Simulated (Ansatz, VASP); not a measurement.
TaRu: VASP beside Ansatz

```xyz
2
Lattice="3.0932 0.0000 0.0000 0.0000 3.0932 0.0000 0.0000 0.0000 3.4336" Properties=species:S:1:pos:R:3 pbc="T T T"
Ta    1.5466    1.5466    1.7168
Ru    0.0000    0.0000    0.0000
```

Change from the starting cell: volume scaled by 1.04, crystal datasets.

Alike in both runs: task electric field gradients; functional LDA; k mesh 11 × 11 × 10; occupations fermi-dirac, width 0.05 eV; no spin polarisation.

```csv
,VASP,Ansatz
version,VASP 6.6.1,Ansatz 0.2.0
potentials or method,"VASP PAW LDA potentials, release 64 (Ta_pv, Ru_pv), cutoff 520 eV","all-electron PAW with datasets made for the crystal, scalar-relativistic"
```

```tsv
	VASP	Ansatz	Ansatz less VASP
pressure (GPa)	-18.3	-18.9	-0.60
traceless stress, the component that is largest in VASP (GPa)	1.05	1.15	+0.109
size of Vzz on the site where it differs most (V/Å²)	18.2	10.6	-7.58
```

LDA's correlation is that of Perdew and Zunger in VASP and of Perdew and Wang (1992) in Ansatz. Ansatz ran all-electron here, and VASP with PAW potentials.

Neither program's run includes spin-orbit coupling.
